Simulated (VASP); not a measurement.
# H2 in VASP: single point with PBEsol

Aim: the single point of H2 with PBEsol.

All numbers are computed with VASP 6.6.1; they aren't measurements. Logs are shortened: lines on timing, memory, paths and dates and some standing lists are left out, and cuts for length are marked.

### Step 1. The cell of the first run

The cell holds a molecule in a box, 2 atoms: a = 9.000 Å, b = 9.500 Å, c = 10.000 Å, α = 90.00°, β = 90.00°, γ = 90.00°.

### Step 2. Single point, PBEsol

INCAR

```
ALGO     = Normal         # electronic algorithm
EDIFF    = 1E-7           # SCF threshold, eV
ENCUT    = 520            # plane-wave cutoff, eV
GGA      = PS             # functional
ISIF     = 2              # what is computed and relaxed
ISMEAR   = 0              # smearing method
LASPH    = T              # aspherical terms in the spheres
LCHARG   = F              # write CHGCAR
LREAL    = F              # projectors in reciprocal space
LWAVE    = F              # write WAVECAR
NBANDS   = 8              # bands
NELM     = 80             # most SCF steps
PREC     = Accurate       # precision mode
SIGMA    = 0.02           # smearing width, eV
```

KPOINTS

```
k-points
0
Gamma
  1 1 1
```

POSCAR

```
H
1.0
    9.0000000000      0.0000000000      0.0000000000
    0.0000000000      9.5000000000      0.0000000000
    0.0000000000      0.0000000000     10.0000000000
H
2
Direct
    0.5000000000      0.5000000000      0.4621105549
    0.5000000000      0.5000000000      0.5378894451
```

Potentials or basis: VASP PAW PBE potentials, release 64 (H).

Started as:

```
cat potpaw_PBE.64/H/POTCAR > POTCAR
mpirun -np 1 vasp_gam > vasp.out
```

OUTCAR:

```text
EDIFF = 1E-7
   ENCUT = 520
   GGA = PS
   ISIF = 2
   ISMEAR = 0
   LASPH = T
   LREAL = F
   NELM = 80
   PREC = Accurate

 ion  position               nearest neighbor table
   1  0.500  0.500  0.462-   2 0.76
   2  0.500  0.500  0.538-   1 0.76

  LATTYP: Found a simple orthorhombic cell.
 ALAT       =     9.0000000000
 B/A-ratio  =     1.0555555556
 C/A-ratio  =     1.1111111111

  Lattice vectors:

 A1 = (   9.0000000000,   0.0000000000,   0.0000000000)
 A2 = (   0.0000000000,   9.5000000000,   0.0000000000)
 A3 = (   0.0000000000,   0.0000000000,  10.0000000000)

Analysis of symmetry for initial positions (statically):
=====================================================================
 Subroutine PRICEL returns:
 Original cell was already a primitive cell.

 Routine SETGRP: Setting up the symmetry group for a
 simple orthorhombic supercell.

 Subroutine GETGRP returns: Found  8 space group operations
 (whereof  8 operations were pure point group operations)
 out of a pool of  8 trial point group operations.

The static configuration has the point symmetry D_2h.

Analysis of symmetry for dynamics (positions and initial velocities):
=====================================================================
 Subroutine PRICEL returns:
 Original cell was already a primitive cell.

 Routine SETGRP: Setting up the symmetry group for a
 simple orthorhombic supercell.

 Subroutine GETGRP returns: Found  8 space group operations
 (whereof  8 operations were pure point group operations)
 out of a pool of  8 trial point group operations.

The dynamic configuration has the point symmetry D_2h.

 Subroutine INISYM returns: Found  8 space group operations
 (whereof  8 operations are pure point group operations),
 and found     1 'primitive' translations

----------------------------------------------------------------------------------------

                                     Primitive cell

  volume of cell :     855.0000

  direct lattice vectors                    reciprocal lattice vectors
     9.000000000  0.000000000  0.000000000     0.111111111  0.000000000  0.000000000
     0.000000000  9.500000000  0.000000000     0.000000000  0.105263158  0.000000000
     0.000000000  0.000000000 10.000000000     0.000000000  0.000000000  0.100000000

  length of vectors
     9.000000000  9.500000000 10.000000000     0.111111111  0.105263158  0.100000000

  position of ions in fractional coordinates (direct lattice)
     0.500000000  0.500000000  0.462110555
     0.500000000  0.500000000  0.537889445

  ion indices of the primitive-cell ions
   primitive index   ion index
                 1           1
                 2           2

----------------------------------------------------------------------------------------

 KPOINTS: k-points

Automatic generation of k-mesh.
 Grid dimensions read from file:
 generate k-points for:    1    1    1

 Generating k-lattice:

  Cartesian coordinates                     Fractional coordinates (reciprocal lattice)
     0.111111111  0.000000000  0.000000000     1.000000000  0.000000000  0.000000000
     0.000000000  0.105263158  0.000000000     0.000000000  1.000000000  0.000000000
     0.000000000  0.000000000  0.100000000     0.000000000  0.000000000  1.000000000

  Length of vectors
     0.111111111  0.105263158  0.100000000

  Shift w.r.t. Gamma in fractional coordinates (k-lattice)
     0.000000000  0.000000000  0.000000000

 Subroutine IBZKPT returns following result:
 ===========================================

 Found      1 irreducible k-points:

 Following reciprocal coordinates:
            Coordinates               Weight
  0.000000  0.000000  0.000000      1.000000
   k-points           NKPTS =      1   k-points in BZ     NKDIM =      1   number of bands    NBANDS=      8
   number of dos      NEDOS =    301   number of ions     NIONS =      2
   total plane-waves  NPLWV = 403200
   dimension x,y,z NGX =    70 NGY =   72 NGZ =   80
   dimension x,y,z NGXF=   140 NGYF=  144 NGZF=  160
   ions per type =               2
   NGX,Y,Z   is equivalent  to a cutoff of  12.93, 12.60, 13.30 a.u.
   NGXF,Y,Z  is equivalent  to a cutoff of  25.86, 25.20, 26.60 a.u.
 SYSTEM =  unknown system
   PREC   = accura    normal or accurate (medium, high low for compatibility)
   ISTART =      0    job   : 0-new  1-cont  2-samecut
   ICHARG =      2    charge: 1-file 2-atom 10-const
   ISPIN  =      1    spin polarized calculation?
   LNONCOLLINEAR =      F non collinear calculations
   LSORBIT =      F    spin-orbit coupling
   LASPH  =      T    aspherical Exc in radial PAW
   ENCUT  =  520.0 eV  38.22 Ry    6.18 a.u.  16.73 17.66 18.59*2*pi/ulx,y,z
   NELM   =     80;   NELMIN=  2; NELMDL= -5     # of ELM steps
   EDIFF  = 0.1E-06   stopping-criterion for ELM
   LREAL  =      F    real-space projection
   EDIFFG = 0.1E-05   stopping-criterion for IOM
   NSW    =      0    number of steps for IOM
   IBRION =     -1    ionic relax: 0-MD 1-quasi-New 2-CG
   NFREE  =      0    steps in history (QN), initial steepest desc. (CG)
   ISIF   =      2    stress and relaxation
   ISYM   =      2    0-nonsym 1-usesym 2-fastsym
   POTIM  = 0.5000    time-step for ionic-motion
   TEBEG  =    0.0;   TEEND  =   0.0 temperature during run
   PSTRESS=    0.0 pullay stress
   NELECT =       2.0000    total number of electrons
   NUPDOWN=      -1.0000    fix difference up-down
   EMIN   =  10.00;   EMAX   =-10.00  energy-range for DOS
   EFERMI =   0.00;   METHOD = LEGACY
   ISMEAR =     0;   SIGMA  =   0.02  broadening in eV -4-tet -1-fermi 0-gaus
   EFERMI_NEDOS =   21; number of points for ismear=-14 and -15
   IALGO  =     38    algorithm
   IMIX   =      4    mixing-type and parameters
     AMIX     =   0.40;   BMIX     =  1.00
     AMIX_MAG =   1.60;   BMIX_MAG =  1.00
  volume/ion in A,a.u.               =     427.50      2884.91
  Fermi-wavevector in a.u.,A,eV,Ry     =   0.217318  0.410672  0.642565  0.047227
  Thomas-Fermi vector in A             =   0.994036
   LORBIT       =      0    0 simple, 1 ext, 2 COOP (PROOUT), +10 PAW based schemes
   GGA     = PS    functional components
   LHFCALC =     F    Hartree Fock is set to
   AEXX    =    0.0000 exact exchange contribution
   IVDW    =     0    specifies the selected vdW correction
   LEPSILON=     F    determine dielectric tensor
   LRPA    =     F    only Hartree local field effects (RPA)
 non-spin polarized calculation
 Gauss-broadening in eV      SIGMA  =   0.02
  energy-cutoff  :      520.00
  volume of cell :      855.00
 maximum number of plane-waves:     11510
 NGX is ok and might be reduce to    70
   NGX = 33   NGY = 35   NGZ = 37

 number of electron       2.0000001 magnetization

 Free energy of the ion-electron system (eV)
  ---------------------------------------------------
  ext. energy  EPLUGINS =         0.00000000
  ---------------------------------------------------
  free energy    TOTEN  =        -6.51344984 eV

  energy without entropy =       -6.51344984  energy(sigma->0) =       -6.51344984

 E-fermi :  -9.9993     XC(G=0):  -0.4247

 val. band max:      -10.1072452020   @ k =   0.0000   0.0000   0.0000
 cond. band min:      -0.1663872047   @ k =   0.0000   0.0000   0.0000
 fundamental gap:      9.9408579973
 Fermi energy:        -9.9992768963

 k-point     1 :       0.0000    0.0000    0.0000
  band No.  band energies     occupation
      1     -10.1072      2.00000
      2      -0.1664      0.00000
      3       0.4251      0.00000
      4       1.0740      0.00000
      5       1.2076      0.00000
      6       1.3755      0.00000
      7       1.5356      0.00000
      8       1.7249      0.00000

------------------------ aborting loop because EDIFF is reached ----------------------------------------

  FORCE on cell =-STRESS in cart. coord.  units (eV):
  Direction    XX          YY          ZZ          XY          YZ          ZX
  --------------------------------------------------------------------------------------
  -------------------------------------------------------------------------------------
  Total       -0.0257405     -0.0250115     -0.0165547      0.0000000      0.0000000      0.0000000
  in kB       -0.0482348     -0.0468688     -0.0310217      0.0000000      0.0000000      0.0000000
  external PRESSURE =      -0.0420418 kB  Pullay stress =       0.0000000 kB

 VOLUME and BASIS-vectors are now :
 -----------------------------------------------------------------------------
  energy-cutoff  :      520.00
  volume of cell :      855.00
      direct lattice vectors                 reciprocal lattice vectors
     9.000000000  0.000000000  0.000000000     0.111111111  0.000000000  0.000000000
     0.000000000  9.500000000  0.000000000     0.000000000  0.105263158  0.000000000
     0.000000000  0.000000000 10.000000000     0.000000000  0.000000000  0.100000000

 POSITION                                       TOTAL-FORCE (eV/Angst)
 -----------------------------------------------------------------------------------
      4.50000      4.75000      4.62111         0.000000     -0.000000     -0.019299
      4.50000      4.75000      5.37889         0.000000      0.000000      0.019299
 -----------------------------------------------------------------------------------
    total drift:                                0.000000      0.000000      0.000000

  FREE ENERGIE OF THE ION-ELECTRON SYSTEM (eV)
  ---------------------------------------------------
  free  energy   TOTEN  =        -6.5134498391 eV

  energy  without entropy=       -6.5134498391  energy(sigma->0) =       -6.51344984
```

It took 42 s on 1 thread of Intel Xeon 6975P-C, shared host; peak memory 0.66 GiB.

What came out:

```
Free energy                     : -6.5134 eV
Largest force                   : 0.019 eV/Å
Gap between the frontier levels : 9.94 eV
```

Forces on the atoms (eV/Å):
```
H    0.000  0.000 -0.019
H    0.000  0.000  0.019
```

Caveat: the PAW data sets were made with another functional, which shifts forces and pressure a little.
